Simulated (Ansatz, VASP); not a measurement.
InP in VASP and in Ansatz

INCAR

```
PREC = Accurate
ENCUT = 600
EDIFF = 1E-6
ISMEAR = -1
SIGMA = 0.05
LREAL = F
LASPH = T
NELM = 80
ALGO = Normal
ISIF = 3
LWAVE = F
LCHARG = F
GGA = PE
IBRION = 2
NSW = 40
EDIFFG = -0.02
```

File KPOINTS:

```
regular mesh
0
Gamma
  8 8 8
```

File POSCAR:

```
InP
1.0
    0.0000000000      2.9305000000      2.9305000000
    2.9305000000      0.0000000000      2.9305000000
    2.9305000000      2.9305000000      0.0000000000
In P
1 1
Direct
    0.0000000000      0.0000000000      0.0000000000
    0.7500000000      0.7500000000      0.7500000000
```

input.yaml

```yaml
crystal:
  lattice:
    - [0.0, 2.9305, 2.9305]
    - [2.9305, 0.0, 2.9305]
    - [2.9305, 2.9305, 0.0]
  atoms:
    - { symbol: In, position: [0.0, 0.0, 0.0] }
    - { symbol: P, position: [0.75, 0.75, 0.75] }
hamiltonian:
  xc: pbe
  pseudopotentials: { kind: paw }
kpoints:
  mp_grid: { grid: [8, 8, 8] }
scf:
  occupations: { method: fermi_dirac, width: 0.05 }
output:
  forces: true
  stress: true
  write_density: true
  write_potential: true
  elf: true
  volumetric_format: npy
relax:
  f_tol: 0.01
  max_steps: 40
  cell: { stress_tol: 0.05 }
```

Alike in both runs: task relaxation of cell and atoms; functional PBE; k mesh 8 × 8 × 8; occupations fermi-dirac, width 0.05 eV; no spin polarisation.

|  | VASP | Ansatz |
| --- | --- | --- |
| version | VASP 6.6.1 | Ansatz 0.2.0 |
| potentials or method | VASP PAW PBE potentials, release 64 (In_d, P) | Ansatz PAW |
| plane-wave cutoff (eV) | 600 | 420 |
| valence electrons in the cell | 18 | 18 |

Ansatz gave:

```
gap on the k mesh at the Fermi level, each at its own relaxed structure (eV) : 0.44
relaxed volume (Å³/atom)                                                     : 26.47
relaxed cell length with the largest relative difference (Å)                 : 4.214
```

Question: Which values does VASP return?

Answer: gap on the k mesh at the Fermi level, each at its own relaxed structure (eV): 0.44; relaxed volume (Å³/atom): 26.44; relaxed cell length with the largest relative difference (Å): 4.213.

Noted on Ansatz's run: the plane-wave basis is chosen anew once the cell has moved, so the energies of steps on either side of that aren't comparable.
